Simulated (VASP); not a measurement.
Input of a VASP 6.6.1 run:

INCAR

```
ALGO = Fast ; EDIFF = 1E-7
EDIFFG = -0.04 ; ENCUT = 600
GGA = PE ; IBRION = 2
ISIF = 3 ; ISMEAR = 0
LASPH = T ; LCHARG = F
LREAL = F ; LWAVE = F
NELM = 80 ; NSW = 90
PREC = Accurate ; SIGMA = 0.1
```

Contents of KPOINTS:

```
k-points
0
Gamma
  4 4 4
```

File POSCAR:

```
Sc3Al2
1.0
    7.3197745900     -2.5356443000      0.0000000000
    7.3197745900      2.5356443000      0.0000000000
    0.0000000000      0.0000000000      4.6659859100
Sc Al
6 4
Direct
    0.8333333300      0.1666666700      0.2500000000
    0.4333333300      0.7666666700      0.2500000000
    0.2333333300      0.5666666700      0.2500000000
    0.1666666700      0.8333333300      0.7500000000
    0.7666666700      0.4333333300      0.7500000000
    0.5666666700      0.2333333300      0.7500000000
    0.0333333300      0.3666666700      0.2500000000
    0.6333333300      0.9666666700      0.2500000000
    0.3666666700      0.0333333300      0.7500000000
    0.9666666700      0.6333333300      0.7500000000
```

Potentials or basis: VASP PAW PBE potentials, release 64 (Sc_sv, Al).

Launch:

```bash
$ cat potpaw_PBE.64/Sc_sv/POTCAR potpaw_PBE.64/Al/POTCAR > POTCAR
$ mpirun -np 1 vasp_std > vasp.out
```

Predict the relaxed cell.

a = 8.245 Å, b = 8.245 Å, c = 4.926 Å, α = 90.00°, β = 90.00°, γ = 39.02°.

What does it give for the relaxed volume?

21.09 Å³/atom.

Estimate the space group after relaxing (to 0.1 Å).

Cmcm (No. 63).

The path:
| step | energy change (eV) | largest force (eV/Å) | pressure (GPa) | volume (Å³) |
| --- | --- | --- | --- | --- |
| 1 | 0.0000 | 0.9996 | 17.61 | 173.20 |
| 2 | -1.7065 | 0.3760 | -3.94 | 225.43 |
| 3 | -1.8834 | 0.4920 | -0.23 | 210.87 |
| 4 | -1.8832 | 0.4845 | -0.47 | 211.67 |
| 5 | -1.9423 | 0.3389 | -0.34 | 211.34 |
| 6 | -1.9810 | 0.1373 | -0.02 | 210.73 |
| 7 | -1.9972 | 0.1064 | 0.01 | 210.52 |
| 8 | -2.0003 | 0.0855 | 0.05 | 210.37 |
| 9 | -2.0034 | 0.0449 | -0.02 | 210.60 |
| 10 | -2.0046 | 0.0312 | -0.09 | 210.86 |

Caveat: the volume moved by over 15 % at a fixed basis, so the end points are rough.
